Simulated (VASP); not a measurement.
A run of VASP 6.6.1:

POSCAR

```
ZnO
1.0
    3.2190194793      0.0000000000      0.0000000000
   -1.6095097397      2.7877526444      0.0000000000
    0.0000000000      0.0000000000      5.2377469366
Zn O
2 2
Direct
    0.3333333333      0.6666666667      0.5009965964
    0.6666666667      0.3333333333      0.0009965964
    0.6666666667      0.3333333333      0.3780134036
    0.3333333333      0.6666666667      0.8780134036
```

File INCAR.step1:

```
PREC = Accurate
ENCUT = 520
ISMEAR = 0
SIGMA = 0.01
LREAL = False
LASPH = True
NELM = 100
NBANDS = 26
GGA = PE
ALGO = Normal
EDIFF = 1E-4
LWAVE = True
LCHARG = False
```

File INCAR.step2:

```
PREC = Accurate
ENCUT = 520
EDIFF = 1E-6
ISMEAR = 0
SIGMA = 0.01
LREAL = False
LASPH = True
NELM = 100
ALGO = Normal
ISIF = 2
LWAVE = False
LCHARG = False
METAGGA = R2SCAN
LMIXTAU = True
NBANDS = 26
ISTART = 1
```

KPOINTS

```
Automatic mesh
0
Gamma
  8 8 4
```

Potentials or basis: VASP PAW PBE potentials, release 64 (Zn, O).

Launch:

```console
$ cat potpaw_PBE.64/Zn/POTCAR potpaw_PBE.64/O/POTCAR > POTCAR
$ cp INCAR.step1 INCAR
$ mpirun -np 1 vasp_std > vasp.out
$ cp INCAR.step2 INCAR
$ mpirun -np 1 vasp_std > vasp.out
```

Hardware: 1 thread of Intel Xeon 6975P-C, on a shared host.

Q: Estimate the wall time of this run.

A: It took 77 s on 1 thread of Intel Xeon 6975P-C, on a shared host, peak memory 0.18 GiB. Counts: k points 30.
